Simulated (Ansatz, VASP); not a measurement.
AlN in VASP and in Ansatz

INCAR

```
SYSTEM = AlN
  PREC = Accurate
  ENCUT = 600
  EDIFF = 1E-6
  ISMEAR = 0
  SIGMA = 0.1
  LREAL = .FALSE.
  LASPH = .TRUE.
  NELM = 120
  ALGO = Normal
  ISIF = 2
  LWAVE = .FALSE.
  LCHARG = .FALSE.
  GGA = PE
  IVDW = 12
  NBANDS = 11
  GGA_COMPAT = .FALSE.
```

KPOINTS

```
regular mesh
0
G
  8 8 8
  0 0 0
```

POSCAR

```
AlN
1.0
    0.0000000000      2.0345180000      2.0345180000
    2.0345180000      0.0000000000      2.0345180000
    2.0345180000      2.0345180000      0.0000000000
Al N
1 1
Direct
    0.5000000000      0.5000000000      0.5000000000
    0.0000000000      0.0000000000      0.0000000000
```

Input for Ansatz:

```yaml
crystal:
  lattice:
    - [0.0, 2.034518, 2.034518]
    - [2.034518, 0.0, 2.034518]
    - [2.034518, 2.034518, 0.0]
  atoms:
    - { symbol: Al, position: [0.5, 0.5, 0.5] }
    - { symbol: "N", position: [0.0, 0.0, 0.0] }
basis:
  ecutwfc: 420
kpoints:
  mp_grid: { grid: [8, 8, 8] }
hamiltonian:
  xc: pbe
  dispersion: d3bj
  pseudopotentials: { kind: paw, azcp: { folder: soft_1 } }
scf:
  occupations: { method: gaussian, width: 0.1 }
output:
  forces: true
  stress: true
  eigenvalues: true
```

Alike in both runs: task single point; functional PBE; dispersion D3(BJ); k mesh 8 × 8 × 8; occupations gaussian, width 0.1 eV; no spin polarisation.

|  | VASP | Ansatz |
| --- | --- | --- |
| version | VASP 6.6.1 | Ansatz 0.2.0 |
| potentials or method | VASP PAW PBE potentials, release 64 (Al, N), cutoff 600 eV | scalar-relativistic, plane waves, PAW |
| valence electrons in the cell | 8 | 8 |

Ansatz gave:

* gap on the k mesh at the Fermi level (eV): 4.44
* least direct gap on the mesh (eV): 5.40
* pressure (GPa): -6.4

**Question.** Which values does VASP return?

**Answer.** gap on the k mesh at the Fermi level (eV): 4.42; least direct gap on the mesh (eV): 5.41; pressure (GPa): -6.7.
